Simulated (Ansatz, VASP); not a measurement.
ZnSe: VASP beside Ansatz

```
Zn Se
1.0
     0.00000    3.18099    2.24896
     3.18099    0.00000    2.24896
     3.18099    3.18099    0.00000
Zn Se
1 1
Direct
  0.00000 0.00000 0.00000
  0.75000 0.75000 0.75000
```

Alike in both runs: task single point; functional r2SCAN; k mesh 10 × 10 × 10; occupations gaussian, width 0.05 eV; no spin polarisation.

|  | VASP | Ansatz |
| --- | --- | --- |
| version | VASP 6.6.1 | Ansatz 0.2.0 |
| potentials or method | VASP PAW PBE potentials, release 64 (Zn, Se), cutoff 520 eV | scalar-relativistic, plane waves, PAW |
| valence electrons in the cell | 18 | 28 |

|  | VASP | Ansatz | Ansatz less VASP |
| --- | --- | --- | --- |
| gap on the k mesh at the Fermi level (eV) | 1.04 | 1.04 | +0.002 |
| least direct gap on the mesh (eV) | 1.04 | 1.04 | +0.002 |
| pressure (GPa) | -2.5 | -2.6 | -0.10 |
| traceless stress, the component that is largest in VASP (GPa) | 4.98 | 5.00 | +0.017 |

VASP's potentials were made for PBE, not for r2SCAN. VASP's potentials hold 18 valence electrons a cell and Ansatz's 28, so a difference there can come from the potentials and not from the codes.
